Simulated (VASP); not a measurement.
**Fe: single point with PBEsol**

Crystal: Fe.

```
Fe
1.0
     0.00000    1.92871    1.95192
     1.48838    0.00000    1.95192
     1.48838    1.92871    0.00000
Fe
1
Direct
  0.00000 0.00000 0.00000
```

- Program: VASP 6.6.1
- Task: single point
- Functional: PBEsol
- Potentials or basis: VASP PAW PBE potentials, release 64 (Fe)
- Cutoff: 520 eV
- k mesh: 13 × 13 × 13
- Occupations: fermi-dirac, width 0.05 eV
- Spin: collinear spin, ferromagnetic start
- Starting moments: [3.0] μB
- Dipole correction: no
- Further INCAR settings: ALGO = Fast; EDIFF = 1e-06; NBANDS = 14

The pressure is -7.3 GPa, the net moment is 2.15 μB per cell and the site moments are Fe +2.14 μB. The valence electrons inside the program's atomic spheres are Fe 7.30.

Stress tensor (GPa, compression positive):
```
-13.12   0.00   0.00
  0.00  -3.56   0.00
  0.00   0.00  -5.10
```

Levels at points of the mesh, in eV from the Fermi level:
Spin up:
```tsv
k point	band 1	band 2	band 3	band 4	band 5	band 6	band 7	band 8	band 9	band 10
(0.00, 0.00, 0.00)	-8.64	-2.53	-2.43	-2.07	-1.33	-0.92	23.93	25.43	25.70	29.75
```
Spin down:
```csv
k point,band 1,band 2,band 3,band 4,band 5,band 6,band 7
"(0.00, 0.00, 0.00)",-8.38,-0.71,-0.56,-0.07,1.17,1.78,23.82
```

Wall time 59 s on 1 thread of Intel(R) Xeon(R) Platinum 8488C (Sapphire Rapids) (shared host), peak memory 0.19 GiB.

Caveat: the PAW data sets were made with another functional, which shifts forces and pressure a little.
